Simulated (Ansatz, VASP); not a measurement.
## Two plane-wave programs on As

```
As
1.0
     1.92979    1.11416    3.63085
    -1.92979    1.11416    3.63085
     0.00000   -2.22833    3.63085
As
2
Direct
  0.20363 0.20363 0.20363
  0.79637 0.79637 0.79637
```

Alike in both runs: task single point; functional PBE; k mesh 12 × 12 × 12; occupations gaussian, width 0.1 eV; no spin polarisation.

|  | VASP | Ansatz |
| --- | --- | --- |
| version | VASP 6.6.1 | Ansatz 0.2.0 |
| potentials or method | VASP PAW PBE potentials, release 64 (As), cutoff 520 eV | scalar-relativistic, plane waves, PAW |
| valence electrons in the cell | 10 | 30 |

|  | VASP | Ansatz | Ansatz less VASP |
| --- | --- | --- | --- |
| gap on the k mesh at the Fermi level (eV) | none | none | - |
| pressure (GPa) | 10.9 | 10.4 | -0.53 |
| traceless stress, the component that is largest in VASP (GPa) | -5.88 | -5.41 | +0.465 |
| rms of the force components (eV/Å) | 1.840 | 1.817 | -0.0229 |

Atom by atom the forces differ by 0.023 eV/Å (rms over components). A gap of «none» marks a metal or a gap that the smearing closes. The functional is the same, so the differences come from potentials, cutoffs and numerics. VASP's potentials hold 10 valence electrons a cell and Ansatz's 30, so a difference there can come from the potentials and not from the codes.
